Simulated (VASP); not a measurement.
# ZrC (Fm-3m) in VASP: further runs

The runs below take ZrC through single point, with PBE.

Program: VASP 6.6.1. These are calculated values, not measurements. Logs are shortened: lines on timing, memory, paths and dates and some standing lists are left out, and cuts for length are marked.

**1. The cell of the first run**

It takes space group Fm-3m (No. 225, cubic). The conventional cell has a = 4.755 Å, b = 4.755 Å, c = 4.755 Å, α = 90.00°, β = 90.00°, γ = 90.00°. Zr (site symmetry m-3m) has 6 C at 2.38 Å within 3.1 Å. C (site symmetry m-3m) has 6 Zr at 2.38 Å within 3.1 Å.

**2. Single point, PBE (volume scaled by 1.03)**

The input, INCAR:

```
SYSTEM = ZrC
PREC = Accurate
ENCUT = 520
EDIFF = 1E-7
ISMEAR = 0
SIGMA = 0.1
LREAL = .FALSE.
LASPH = .TRUE.
NELM = 60
ALGO = Normal
ISIF = 2
LWAVE = .FALSE.
LCHARG = .FALSE.
GGA = PE
NBANDS = 15
```

The input, KPOINTS:

```
regular mesh
0
G
  16 16 16
  0 0 0
```

The input, POSCAR:

```
ZrC
1.0
    0.0000000000      2.3777099912      2.3777099912
    2.3777099912      0.0000000000      2.3777099912
    2.3777099912      2.3777099912      0.0000000000
Zr C
1 1
Direct
    0.5000000000      0.5000000000      0.5000000000
    0.0000000000      0.0000000000      0.0000000000
```

Potentials or basis: VASP PAW PBE potentials, release 64 (Zr_sv, C).

On the command line:

```
> cat potpaw_PBE.64/Zr_sv/POTCAR potpaw_PBE.64/C/POTCAR > POTCAR
> mpirun -np 1 vasp_std > vasp.out
```

OUTCAR:

```text
SYSTEM = ZrC
   PREC = Accurate
   ENCUT = 520
   EDIFF = 1E-7
   ISMEAR = 0
   LREAL = .FALSE.
   LASPH = .TRUE.
   NELM = 60
   ISIF = 2
   GGA = PE

 ion  position               nearest neighbor table
   1  0.500  0.500  0.500-   2 2.38   2 2.38   2 2.38   2 2.38   2 2.38   2 2.38
   2  0.000  0.000  0.000-   1 2.38   1 2.38   1 2.38   1 2.38   1 2.38   1 2.38

  LATTYP: Found a face centered cubic cell.
 ALAT       =     4.7554199824

  Lattice vectors:

 A1 = (   0.0000000000,   2.3777099912,   2.3777099912)
 A2 = (   2.3777099912,   0.0000000000,   2.3777099912)
 A3 = (   2.3777099912,   2.3777099912,   0.0000000000)

Analysis of symmetry for initial positions (statically):
=====================================================================
 Subroutine PRICEL returns:
 Original cell was already a primitive cell.

 Routine SETGRP: Setting up the symmetry group for a
 face centered cubic supercell.

 Subroutine GETGRP returns: Found 48 space group operations
 (whereof 48 operations were pure point group operations)
 out of a pool of 48 trial point group operations.

The static configuration has the point symmetry O_h .

Analysis of symmetry for dynamics (positions and initial velocities):
=====================================================================
 Subroutine PRICEL returns:
 Original cell was already a primitive cell.

 Routine SETGRP: Setting up the symmetry group for a
 face centered cubic supercell.

 Subroutine GETGRP returns: Found 48 space group operations
 (whereof 48 operations were pure point group operations)
 out of a pool of 48 trial point group operations.

The dynamic configuration has the point symmetry O_h .

 Subroutine INISYM returns: Found 48 space group operations
 (whereof 48 operations are pure point group operations),
 and found     1 'primitive' translations

----------------------------------------------------------------------------------------

                                     Primitive cell

  volume of cell :      26.8848

  direct lattice vectors                    reciprocal lattice vectors
     0.000000000  2.377709991  2.377709991    -0.210286369  0.210286369  0.210286369
     2.377709991  0.000000000  2.377709991     0.210286369 -0.210286369  0.210286369
     2.377709991  2.377709991  0.000000000     0.210286369  0.210286369 -0.210286369

  length of vectors
     3.362589717  3.362589717  3.362589717     0.364226675  0.364226675  0.364226675

  position of ions in fractional coordinates (direct lattice)
[... 85 lines left out ...]
   ISIF   =      2    stress and relaxation
   ISYM   =      2    0-nonsym 1-usesym 2-fastsym
   POTIM  = 0.5000    time-step for ionic-motion
   TEBEG  =    0.0;   TEEND  =   0.0 temperature during run
   PSTRESS=    0.0 pullay stress
   NELECT =      16.0000    total number of electrons
   NUPDOWN=      -1.0000    fix difference up-down
   EMIN   =  10.00;   EMAX   =-10.00  energy-range for DOS
   EFERMI =   0.00;   METHOD = LEGACY
   ISMEAR =     0;   SIGMA  =   0.10  broadening in eV -4-tet -1-fermi 0-gaus
   EFERMI_NEDOS =   21; number of points for ismear=-14 and -15
   IALGO  =     38    algorithm
   IMIX   =      4    mixing-type and parameters
     AMIX     =   0.40;   BMIX     =  1.00
     AMIX_MAG =   1.60;   BMIX_MAG =  1.00
  volume/ion in A,a.u.               =      13.44        90.71
  Fermi-wavevector in a.u.,A,eV,Ry     =   1.377038  2.602225 25.799827  1.896234
  Thomas-Fermi vector in A             =   2.502228
   LORBIT       =      0    0 simple, 1 ext, 2 COOP (PROOUT), +10 PAW based schemes
   GGA     = PE    functional components
   LHFCALC =     F    Hartree Fock is set to
   AEXX    =    0.0000 exact exchange contribution
   IVDW    =     0    specifies the selected vdW correction
   LEPSILON=     F    determine dielectric tensor
   LRPA    =     F    only Hartree local field effects (RPA)
 non-spin polarized calculation
 Gauss-broadening in eV      SIGMA  =   0.10
  energy-cutoff  :      520.00
  volume of cell :       26.88
 maximum number of plane-waves:       742
 NGX is ok and might be reduce to    28
   NGX = 13   NGY = 13   NGZ = 13

 number of electron      16.0000000 magnetization

 Free energy of the ion-electron system (eV)
  ---------------------------------------------------
  ext. energy  EPLUGINS =         0.00000000
  ---------------------------------------------------
  free energy    TOTEN  =       -19.44820623 eV

  energy without entropy =      -19.44613757  energy(sigma->0) =      -19.44717190

 E-fermi :   9.2073     XC(G=0): -11.9618

 val. band max:        9.2052058034   @ k =   0.1875   0.1875   0.0000
 cond. band min:       9.2086034663   @ k =   0.3125   0.2500   0.0000
 fundamental gap:      0.0033976629
 Fermi energy:         9.2072809792

 k-point     1 :       0.0000    0.0000    0.0000
  band No.  band energies     occupation
      1     -39.0260      2.00000
      2     -16.7573      2.00000
      3     -16.7573      2.00000
      4     -16.7573      2.00000
      5      -1.9652      2.00000
      6      10.1424      0.00000
      7      10.1424      0.00000
      8      10.1424      0.00000
      9      10.2959      0.00000
     10      10.2959      0.00000
     11      10.2959      0.00000
     12      11.9269      0.00000
     13      11.9269      0.00000
     14      16.1313      0.00000
[... 401 lines left out ...]
      2     -16.8301      2.00000
      3     -16.7768      2.00000
      4     -16.7589      2.00000
      5      -1.7453      2.00000
      6       8.8444      2.00000
      7       9.0609      1.96150
      8       9.2012      1.06892
      9      10.4331      0.00000
     10      11.0283      0.00000
     11      11.1196      0.00000
     12      12.5254      0.00000
     13      13.3576      0.00000
     14      16.6460      0.00000
     15      20.2143      0.00000

 [... further k-points ...]
[... 5 lines left out ...]
  --------------------------------------------------------------------------------------
  -------------------------------------------------------------------------------------
  Total       -1.0031330     -1.0031330     -1.0031330     -0.0000000      0.0000000      0.0000000
  in kB      -59.7809002    -59.7809002    -59.7809002     -0.0000000      0.0000000      0.0000000
  external PRESSURE =     -59.7809002 kB  Pullay stress =       0.0000000 kB

 VOLUME and BASIS-vectors are now :
 -----------------------------------------------------------------------------
  energy-cutoff  :      520.00
  volume of cell :       26.88
      direct lattice vectors                 reciprocal lattice vectors
     0.000000000  2.377709991  2.377709991    -0.210286369  0.210286369  0.210286369
     2.377709991  0.000000000  2.377709991     0.210286369 -0.210286369  0.210286369
     2.377709991  2.377709991  0.000000000     0.210286369  0.210286369 -0.210286369

 POSITION                                       TOTAL-FORCE (eV/Angst)
 -----------------------------------------------------------------------------------
      2.37771      2.37771      2.37771         0.000000      0.000000      0.000000
      0.00000      0.00000      0.00000        -0.000000     -0.000000      0.000000
 -----------------------------------------------------------------------------------
    total drift:                                0.000000      0.000000      0.000000

  FREE ENERGIE OF THE ION-ELECTRON SYSTEM (eV)
  ---------------------------------------------------
  free  energy   TOTEN  =       -19.4482062321 eV

  energy  without entropy=      -19.4461375735  energy(sigma->0) =      -19.44717190
```

OSZICAR:

```text
N       E                     dE             d eps       ncg     rms          rms(c)
DAV:   1     0.994873471839E+02    0.99487E+02   -0.85340E+03  4358   0.107E+03
DAV:   2    -0.166964846608E+02   -0.11618E+03   -0.10897E+03  5561   0.286E+02
DAV:   3    -0.228512600570E+02   -0.61548E+01   -0.61156E+01  7266   0.547E+01
DAV:   4    -0.229664929977E+02   -0.11523E+00   -0.11516E+00  5292   0.559E+00
DAV:   5    -0.229677635716E+02   -0.12706E-02   -0.12705E-02  5690   0.510E-01    0.191E+01
DAV:   6    -0.195908156419E+02    0.33769E+01   -0.65544E+00  5090   0.226E+01    0.651E+00
DAV:   7    -0.194670068750E+02    0.12381E+00   -0.66512E-01  4987   0.604E+00    0.570E+00
DAV:   8    -0.194931355124E+02   -0.26129E-01   -0.38903E-01  5177   0.484E+00    0.513E+00
DAV:   9    -0.194493269944E+02    0.43809E-01   -0.76199E-02  4812   0.202E+00    0.887E-01
DAV:  10    -0.194482107208E+02    0.11163E-02   -0.62094E-03  5680   0.647E-01    0.530E-02
DAV:  11    -0.194482139594E+02   -0.32387E-05   -0.15500E-04  5012   0.115E-01    0.530E-02
DAV:  12    -0.194482077849E+02    0.61745E-05   -0.45768E-06  5505   0.179E-02    0.156E-02
DAV:  13    -0.194482063154E+02    0.14695E-05   -0.23472E-06  5477   0.940E-03    0.338E-03
DAV:  14    -0.194482062321E+02    0.83377E-07   -0.10430E-07  3981   0.207E-03
   1 F= -.19448206E+02 E0= -.19447172E+02  d E =-.206866E-02
```

stdout:

```text
POSCAR found type information on POSCAR ZrC
 POSCAR found :  2 types and       2 ions
 scaLAPACK will be used
 LDA part: xc-table for (Slater+PW92), standard interpolation
 POSCAR, INCAR and KPOINTS ok, starting setup
 FFT: planning ... GRIDC
 FFT: planning ... GRID_SOFT
 FFT: planning ... GRID
 WAVECAR not read
 entering main loop
```

Wall time 35 s (1 thread of Intel Xeon 6975P-C (Granite Rapids), shared host); peak memory 0.19 GiB.

Results:

| Property | Result |
| --- | --- |
| Free energy | -19.4482 eV |
| Pressure | -6.0 GPa |
| Band gap on the k mesh | zero (band 8 reaches 10.14 eV, above the bottom of band 9 at 8.85 eV) |

**3. Single point, PBE (volume scaled by 1.06)**

The input, INCAR:

```
SYSTEM = ZrC
PREC = Accurate
ENCUT = 520
EDIFF = 1E-6
ISMEAR = 0
SIGMA = 0.1
LREAL = .False.
LASPH = .True.
NELM = 60
ALGO = Normal
ISIF = 2
LWAVE = .False.
LCHARG = .False.
GGA = PE
NBANDS = 15
```

The input, KPOINTS:

```
regular mesh
0
Gamma
  16 16 16
  0 0 0
```

The input, POSCAR:

```
ZrC
1.0
    0.0000000000      2.4005739898      2.4005739898
    2.4005739898      0.0000000000      2.4005739898
    2.4005739898      2.4005739898      0.0000000000
Zr C
1 1
Direct
    0.5000000000      0.5000000000      0.5000000000
    0.0000000000      0.0000000000      0.0000000000
```

Potentials or basis: VASP PAW PBE potentials, release 64 (Zr_sv, C).

On the command line:

```
> cat potpaw_PBE.64/Zr_sv/POTCAR potpaw_PBE.64/C/POTCAR > POTCAR
> mpirun -np 1 vasp_std > vasp.out
```

OUTCAR:

```text
SYSTEM = ZrC
   PREC = Accurate
   ENCUT = 520
   EDIFF = 1E-6
   ISMEAR = 0
   LREAL = .False.
   LASPH = .True.
   NELM = 60
   ISIF = 2
   GGA = PE

 ion  position               nearest neighbor table
   1  0.500  0.500  0.500-   2 2.40   2 2.40   2 2.40   2 2.40   2 2.40   2 2.40
   2  0.000  0.000  0.000-   1 2.40   1 2.40   1 2.40   1 2.40   1 2.40   1 2.40

  LATTYP: Found a face centered cubic cell.
 ALAT       =     4.8011479796

  Lattice vectors:

 A1 = (   0.0000000000,   2.4005739898,   2.4005739898)
 A2 = (   2.4005739898,   0.0000000000,   2.4005739898)
 A3 = (   2.4005739898,   2.4005739898,   0.0000000000)

Analysis of symmetry for initial positions (statically):
=====================================================================
 Subroutine PRICEL returns:
 Original cell was already a primitive cell.

 Routine SETGRP: Setting up the symmetry group for a
 face centered cubic supercell.

 Subroutine GETGRP returns: Found 48 space group operations
 (whereof 48 operations were pure point group operations)
 out of a pool of 48 trial point group operations.

The static configuration has the point symmetry O_h .

Analysis of symmetry for dynamics (positions and initial velocities):
[... 166 lines left out ...]

 k-point     1 :       0.0000    0.0000    0.0000
  band No.  band energies     occupation
      1     -39.4591      2.00000
      2     -17.2047      2.00000
      3     -17.2047      2.00000
      4     -17.2047      2.00000
      5      -2.1787      2.00000
      6       9.8164      0.00000
      7       9.8164      0.00000
      8       9.8165      0.00000
      9       9.9631      0.00000
     10       9.9631      0.00000
     11       9.9631      0.00000
     12      11.5250      0.00000
     13      11.5250      0.00000
     14      15.4971      0.00000
[... 401 lines left out ...]
      2     -17.2697      2.00000
      3     -17.2223      2.00000
      4     -17.2063      2.00000
      5      -1.9690      2.00000
      6       8.5409      2.00000
      7       8.7612      1.93352
      8       8.8970      0.93172
      9      10.0957      0.00000
     10      10.6694      0.00000
     11      10.7687      0.00000
     12      12.1032      0.00000
     13      12.9170      0.00000
     14      16.0180      0.00000
     15      19.8127      0.00000

 [... further k-points ...]
[... 5 lines left out ...]
  --------------------------------------------------------------------------------------
  -------------------------------------------------------------------------------------
  Total       -1.9528630     -1.9528630     -1.9528630      0.0000000      0.0000000      0.0000000
  in kB     -113.0855375   -113.0855375   -113.0855375      0.0000000      0.0000000      0.0000000
  external PRESSURE =    -113.0855375 kB  Pullay stress =       0.0000000 kB

 VOLUME and BASIS-vectors are now :
 -----------------------------------------------------------------------------
  energy-cutoff  :      520.00
  volume of cell :       27.67
      direct lattice vectors                 reciprocal lattice vectors
     0.000000000  2.400573990  2.400573990    -0.208283520  0.208283520  0.208283520
     2.400573990  0.000000000  2.400573990     0.208283520 -0.208283520  0.208283520
     2.400573990  2.400573990  0.000000000     0.208283520  0.208283520 -0.208283520

 POSITION                                       TOTAL-FORCE (eV/Angst)
 -----------------------------------------------------------------------------------
      2.40057      2.40057      2.40057        -0.000000      0.000000     -0.000000
      0.00000      0.00000      0.00000         0.000000     -0.000000      0.000000
 -----------------------------------------------------------------------------------
    total drift:                                0.000000      0.000000      0.000000

  FREE ENERGIE OF THE ION-ELECTRON SYSTEM (eV)
  ---------------------------------------------------
  free  energy   TOTEN  =       -19.4060850346 eV

  energy  without entropy=      -19.4039327532  energy(sigma->0) =      -19.40500889
```

It took 31 s on 1 thread of Intel Xeon 6975P-C (Granite Rapids), shared host; peak memory 0.19 GiB.

What came out:

- Free energy: -19.4061 eV
- Pressure: -11.3 GPa
- Band gap on the k mesh: zero (band 8 reaches 9.82 eV, above the bottom of band 9 at 8.54 eV)

**4. Single point, PBE (volume scaled by 1.10)**

The input, INCAR:

```
SYSTEM = ZrC
PREC     = Accurate       ! precision mode
ENCUT    = 520            ! plane-wave cutoff, eV
EDIFF    = 1E-6           ! SCF threshold, eV
ISMEAR   = 0              ! smearing method
SIGMA    = 0.1            ! smearing width, eV
LREAL    = .False.        ! projectors in reciprocal space
LASPH    = .True.         ! aspherical terms in the spheres
NELM     = 80             ! most SCF steps
ALGO     = Normal         ! electronic algorithm
ISIF     = 2              ! what is computed and relaxed
LWAVE    = .False.        ! write WAVECAR
LCHARG   = .False.        ! write CHGCAR
GGA      = PE             ! functional
NBANDS   = 15             ! bands
```

KPOINTS is that of step 3.

The input, POSCAR:

```
ZrC
1.0
    0.0000000000      2.4303978342      2.4303978342
    2.4303978342      0.0000000000      2.4303978342
    2.4303978342      2.4303978342      0.0000000000
Zr C
1 1
Direct
    0.5000000000      0.5000000000      0.5000000000
    0.0000000000      0.0000000000      0.0000000000
```

On the command line:

```
> cat potpaw_PBE.64/Zr_sv/POTCAR potpaw_PBE.64/C/POTCAR > POTCAR
> mpirun -np 1 vasp_std > vasp.out
```

It took 28 s on 1 thread of Intel Xeon 6975P-C (Granite Rapids), shared host; peak memory 0.2 GiB.

It converged, with:

```yaml
Free_energy: -19.3129 eV
Pressure: -17.3 GPa
Band_gap_on_the_k_mesh: zero (band 8 reaches 9.41 eV, above the bottom of band 9 at 8.15 eV)
```

Levels at points of the mesh, in eV from the Fermi level:
```tsv
k point	band 6	band 7	band 8	band 9	band 10	band 11
(0.00, 0.00, 0.00)	0.91	0.91	0.91	1.05	1.05	1.05
(0.50, 0.00, 0.00)	-4.91	-2.61	-2.61	3.98	3.98	4.72
(0.50, 0.50, 0.00)	-2.16	-1.46	-0.02	-0.02	3.93	4.97
```

**5. Summary**

```csv
cell,gap on the mesh (eV),pressure (GPa)
"a = 3.363 Å, angles 60.0°, 2 atoms",none,-6.0
"a = 3.395 Å, angles 60.0°, 2 atoms",none,-11.3
"a = 3.437 Å, angles 60.0°, 2 atoms",none,-17.3
```

Alike in all rows: task single point; level PBE; potentials or basis VASP PAW PBE potentials, release 64 (Zr_sv, C); no spin polarisation; k mesh 16 × 16 × 16; cutoff (eV) 520; smearing gaussian 0.1 eV.

Absolute energies hang on the potentials; compare differences alone.
